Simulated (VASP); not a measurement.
# Ca (I4/mmm) in VASP: single point with PBE

Aim: the single point of Ca with PBE.

All numbers are computed with VASP 6.6.1; they aren't measurements. Logs are shortened: lines on timing, memory, paths and dates and some standing lists are left out, and cuts for length are marked.

### 1 The cell of the first run

It takes space group I4/mmm (No. 139, tetragonal). The conventional cell has a = 4.111 Å, b = 4.111 Å, c = 4.489 Å, α = 90.00°, β = 90.00°, γ = 90.00°. Ca (site symmetry 4/mmm) has 14 Ca at 3.67 to 4.49 Å within 4.8 Å.

### 2 Single point, PBE (strained)

Contents of INCAR:

```
ALGO = Normal
EDIFF = 1E-6
ENCUT = 520
GGA = PE
ISIF = 2
ISMEAR = 0
LASPH = T
LCHARG = F
LREAL = F
LWAVE = F
NBANDS = 11
NELM = 80
PREC = Accurate
SIGMA = 0.1
```

Contents of KPOINTS:

```
k-points
0
Gamma
  14 14 14
```

Contents of POSCAR:

```
Ca
1.0
   -2.0553612304      2.0553612304      2.2445391416
    2.0553612304     -2.0553612304      2.2445391416
    2.0553612304      2.0553612304     -2.2445391416
Ca
1
Direct
    0.5000000000      0.5000000000      0.0000000000
```

Potentials or basis: VASP PAW PBE potentials, release 64 (Ca_sv).

On the command line:

```console
$ cat potpaw_PBE.64/Ca_sv/POTCAR > POTCAR
$ mpirun -np 1 vasp_std > vasp.out
```

OUTCAR:

```text
EDIFF = 1E-6
   ENCUT = 520
   GGA = PE
   ISIF = 2
   ISMEAR = 0
   LASPH = T
   LREAL = F
   NELM = 80
   PREC = Accurate

 ion  position               nearest neighbor table
   1  0.500  0.500  0.000-

  LATTYP: Found a body centered tetragonal cell.
 ALAT       =     4.1107224608
 C/A-ratio  =     1.0920411986

  Lattice vectors:

 A1 = (  -2.0553612304,   2.0553612304,   2.2445391416)
 A2 = (   2.0553612304,  -2.0553612304,   2.2445391416)
 A3 = (   2.0553612304,   2.0553612304,  -2.2445391416)

Analysis of symmetry for initial positions (statically):
=====================================================================
 Subroutine PRICEL returns:
 Original cell was already a primitive cell.

 Routine SETGRP: Setting up the symmetry group for a
 body centered tetragonal supercell.

 Subroutine GETGRP returns: Found 16 space group operations
 (whereof 16 operations were pure point group operations)
 out of a pool of 16 trial point group operations.

The static configuration has the point symmetry D_4h.

Analysis of symmetry for dynamics (positions and initial velocities):
=====================================================================
 Subroutine PRICEL returns:
 Original cell was already a primitive cell.

 Routine SETGRP: Setting up the symmetry group for a
 body centered tetragonal supercell.

 Subroutine GETGRP returns: Found 16 space group operations
 (whereof 16 operations were pure point group operations)
 out of a pool of 16 trial point group operations.

The dynamic configuration has the point symmetry D_4h.

 Subroutine INISYM returns: Found 16 space group operations
 (whereof 16 operations are pure point group operations),
 and found     1 'primitive' translations

----------------------------------------------------------------------------------------

                                     Primitive cell

  volume of cell :      37.9283

  direct lattice vectors                    reciprocal lattice vectors
    -2.055361230  2.055361230  2.244539142     0.000000000  0.243266241  0.222762878
     2.055361230 -2.055361230  2.244539142     0.243266241  0.000000000  0.222762878
     2.055361230  2.055361230 -2.244539142     0.243266241  0.243266241  0.000000000

  length of vectors
     3.672461781  3.672461781  3.672461781     0.329851124  0.329851124  0.344030417

  position of ions in fractional coordinates (direct lattice)
     0.500000000  0.500000000  0.000000000

  ion indices of the primitive-cell ions
   primitive index   ion index
                 1           1

----------------------------------------------------------------------------------------

 KPOINTS: k-points

Automatic generation of k-mesh.
 Grid dimensions read from file:
 generate k-points for:   14   14   14

 Generating k-lattice:

  Cartesian coordinates                     Fractional coordinates (reciprocal lattice)
     0.000000000  0.017376160  0.015911634     0.071428571  0.000000000 -0.000000000
     0.017376160  0.000000000  0.015911634     0.000000000  0.071428571 -0.000000000
     0.017376160  0.017376160  0.000000000     0.000000000  0.000000000  0.071428571

  Length of vectors
     0.023560795  0.023560795  0.024573601

  Shift w.r.t. Gamma in fractional coordinates (k-lattice)
     0.000000000  0.000000000  0.000000000

 Subroutine IBZKPT returns following result:
 ===========================================

 Found    244 irreducible k-points:

 Following reciprocal coordinates:
            Coordinates               Weight
  0.000000  0.000000  0.000000      1.000000
  0.071429 -0.000000  0.000000      8.000000
  0.142857 -0.000000  0.000000      8.000000
  0.214286  0.000000  0.000000      8.000000
  0.285714  0.000000  0.000000      8.000000
  0.357143 -0.000000  0.000000      8.000000
[... 16 lines left out ...]
  0.214286  0.142857  0.000000     16.000000
  0.285714  0.142857  0.000000     16.000000
 [... further k-points ...]
   k-points           NKPTS =    244   k-points in BZ     NKDIM =    244   number of bands    NBANDS=     11
   number of dos      NEDOS =    301   number of ions     NIONS =      1
   total plane-waves  NPLWV =  21952
   dimension x,y,z NGX =    28 NGY =   28 NGZ =   28
   dimension x,y,z NGXF=    56 NGYF=   56 NGZF=   56
   ions per type =               1
   NGX,Y,Z   is equivalent  to a cutoff of  12.68, 12.68, 12.68 a.u.
   NGXF,Y,Z  is equivalent  to a cutoff of  25.35, 25.35, 25.35 a.u.
 SYSTEM =  unknown system
   PREC   = accura    normal or accurate (medium, high low for compatibility)
   ISTART =      0    job   : 0-new  1-cont  2-samecut
   ICHARG =      2    charge: 1-file 2-atom 10-const
   ISPIN  =      1    spin polarized calculation?
   LNONCOLLINEAR =      F non collinear calculations
   LSORBIT =      F    spin-orbit coupling
   LASPH  =      T    aspherical Exc in radial PAW
   ENCUT  =  520.0 eV  38.22 Ry    6.18 a.u.   6.83  6.83  6.83*2*pi/ulx,y,z
   NELM   =     80;   NELMIN=  2; NELMDL= -5     # of ELM steps
   EDIFF  = 0.1E-05   stopping-criterion for ELM
   LREAL  =      F    real-space projection
   EDIFFG = 0.1E-04   stopping-criterion for IOM
   NSW    =      0    number of steps for IOM
   IBRION =     -1    ionic relax: 0-MD 1-quasi-New 2-CG
   NFREE  =      0    steps in history (QN), initial steepest desc. (CG)
   ISIF   =      2    stress and relaxation
   ISYM   =      2    0-nonsym 1-usesym 2-fastsym
   POTIM  = 0.5000    time-step for ionic-motion
   TEBEG  =    0.0;   TEEND  =   0.0 temperature during run
   PSTRESS=    0.0 pullay stress
   NELECT =      10.0000    total number of electrons
   NUPDOWN=      -1.0000    fix difference up-down
   EMIN   =  10.00;   EMAX   =-10.00  energy-range for DOS
   EFERMI =   0.00;   METHOD = LEGACY
   ISMEAR =     0;   SIGMA  =   0.10  broadening in eV -4-tet -1-fermi 0-gaus
   EFERMI_NEDOS =   21; number of points for ismear=-14 and -15
   IALGO  =     38    algorithm
   IMIX   =      4    mixing-type and parameters
     AMIX     =   0.40;   BMIX     =  1.00
     AMIX_MAG =   1.60;   BMIX_MAG =  1.00
  volume/ion in A,a.u.               =      37.93       255.95
  Fermi-wavevector in a.u.,A,eV,Ry     =   1.049753  1.983745 14.993358  1.101981
  Thomas-Fermi vector in A             =   2.184728
   LORBIT       =      0    0 simple, 1 ext, 2 COOP (PROOUT), +10 PAW based schemes
   GGA     = PE    functional components
   LHFCALC =     F    Hartree Fock is set to
   AEXX    =    0.0000 exact exchange contribution
   IVDW    =     0    specifies the selected vdW correction
   LEPSILON=     F    determine dielectric tensor
   LRPA    =     F    only Hartree local field effects (RPA)
 non-spin polarized calculation
 Gauss-broadening in eV      SIGMA  =   0.10
  energy-cutoff  :      520.00
  volume of cell :       37.93
 maximum number of plane-waves:      1044
   NGX = 13   NGY = 13   NGZ = 13

 number of electron      10.0000000 magnetization

 number of electron       9.9999999 magnetization

 Free energy of the ion-electron system (eV)
  ---------------------------------------------------
  ext. energy  EPLUGINS =         0.00000000
  ---------------------------------------------------
  free energy    TOTEN  =        -1.89250031 eV

  energy without entropy =       -1.88552080  energy(sigma->0) =       -1.88901056

 E-fermi :   2.4502     XC(G=0):  -8.0706

 val. band max:        2.4481971940   @ k =   0.5000   0.0000  -0.0000
 cond. band min:       2.4525273113   @ k =   0.4286   0.1429   0.0000
 fundamental gap:      0.0043301173
 Fermi energy:         2.4502042855

 k-point     1 :       0.0000    0.0000    0.0000
  band No.  band energies     occupation
      1     -39.3563      2.00000
      2     -20.2599      2.00000
      3     -20.2599      2.00000
      4     -20.2425      2.00000
      5      -1.8068      2.00000
      6       4.7887      0.00000
      7       4.7887      0.00000
      8       5.2002      0.00000
      9       5.7730      0.00000
     10       6.3037      0.00000
     11      12.6608      0.00000

 k-point     2 :       0.0714   -0.0000    0.0000
  band No.  band energies     occupation
      1     -39.3551      2.00000
      2     -20.2669      2.00000
      3     -20.2630      2.00000
      4     -20.2460      2.00000
      5      -1.7080      2.00000
      6       4.7516      0.00000
      7       4.7982      0.00000
      8       5.2077      0.00000
      9       5.7227      0.00000
     10       6.2709      0.00000
     11      12.7229      0.00000

 k-point     3 :       0.1429   -0.0000    0.0000
  band No.  band energies     occupation
      1     -39.3518      2.00000
      2     -20.2934      2.00000
      3     -20.2715      2.00000
      4     -20.2488      2.00000
      5      -1.4174      2.00000
      6       4.5820      0.00000
      7       4.7327      0.00000
      8       5.3389      0.00000
      9       5.6482      0.00000
     10       6.2129      0.00000
     11      12.5056      0.00000

 k-point     4 :       0.2143    0.0000    0.0000
  band No.  band energies     occupation
      1     -39.3471      2.00000
      2     -20.3346      2.00000
      3     -20.2837      2.00000
      4     -20.2495      2.00000
      5      -0.9532      2.00000
      6       4.2246      0.00000
      7       4.5558      0.00000
      8       5.6610      0.00000
      9       5.6620      0.00000
     10       6.1844      0.00000
     11      11.4574      0.00000
[... 239 lines left out ...]
 k-point    22 :       0.1429    0.1429    0.0000
  band No.  band energies     occupation
      1     -39.3448      2.00000
      2     -20.3489      2.00000
      3     -20.2884      2.00000
      4     -20.2562      2.00000
      5      -0.7139      2.00000
      6       4.0845      0.00000
      7       4.4391      0.00000
      8       5.5898      0.00000
      9       5.8708      0.00000
     10       6.2406      0.00000
     11      11.3718      0.00000

 k-point    23 :       0.2143    0.1429    0.0000
  band No.  band energies     occupation
      1     -39.3400      2.00000
      2     -20.3837      2.00000
      3     -20.3046      2.00000
      4     -20.2588      2.00000
      5      -0.1322      2.00000
      6       3.7022      0.00000
      7       4.2148      0.00000
      8       5.7040      0.00000
      9       6.0874      0.00000
     10       6.4277      0.00000
     11      10.3024      0.00000

 k-point    24 :       0.2857    0.1429    0.0000
  band No.  band energies     occupation
      1     -39.3356      2.00000
      2     -20.4149      2.00000
      3     -20.3206      2.00000
      4     -20.2606      2.00000
      5       0.5474      2.00000
      6       3.2802      0.00000
      7       4.0200      0.00000
      8       5.7914      0.00000
      9       6.1436      0.00000
     10       6.8676      0.00000
     11       9.2837      0.00000

 [... further k-points ...]

------------------------ aborting loop because EDIFF is reached ----------------------------------------

  FORCE on cell =-STRESS in cart. coord.  units (eV):
  Direction    XX          YY          ZZ          XY          YZ          ZX
  --------------------------------------------------------------------------------------
  -------------------------------------------------------------------------------------
  Total        0.4814033      0.4814033      0.5272464      0.0000000      0.0000000      0.0000000
  in kB       20.3355614     20.3355614     22.2720753      0.0000000      0.0000000      0.0000000
  external PRESSURE =      20.9810660 kB  Pullay stress =       0.0000000 kB

 VOLUME and BASIS-vectors are now :
 -----------------------------------------------------------------------------
  energy-cutoff  :      520.00
  volume of cell :       37.93
      direct lattice vectors                 reciprocal lattice vectors
    -2.055361230  2.055361230  2.244539142     0.000000000  0.243266241  0.222762878
     2.055361230 -2.055361230  2.244539142     0.243266241  0.000000000  0.222762878
     2.055361230  2.055361230 -2.244539142     0.243266241  0.243266241  0.000000000

 POSITION                                       TOTAL-FORCE (eV/Angst)
 -----------------------------------------------------------------------------------
      0.00000      0.00000      2.24454         0.000000      0.000000     -0.000000
 -----------------------------------------------------------------------------------
    total drift:                                0.000000     -0.000000      0.000000

  FREE ENERGIE OF THE ION-ELECTRON SYSTEM (eV)
  ---------------------------------------------------
  free  energy   TOTEN  =        -1.8925003100 eV

  energy  without entropy=       -1.8855208008  energy(sigma->0) =       -1.88901056
```

Wall time 78 s (1 thread of Intel Xeon Platinum 8375C at 2.90GHz (Ice Lake), shared host); peak memory 0.23 GiB.

Results:

- Free energy: -1.8925 eV
- Pressure: 2.1 GPa
- Band gap on the k mesh: zero (bands 5 and 6 overlap by 0.22 eV)

Stress tensor (GPa, compression positive):
```
2.03 0.00 0.00
0.00 2.03 0.00
0.00 0.00 2.23
```

Caveat: the cell differs from its parent crystal (strained).
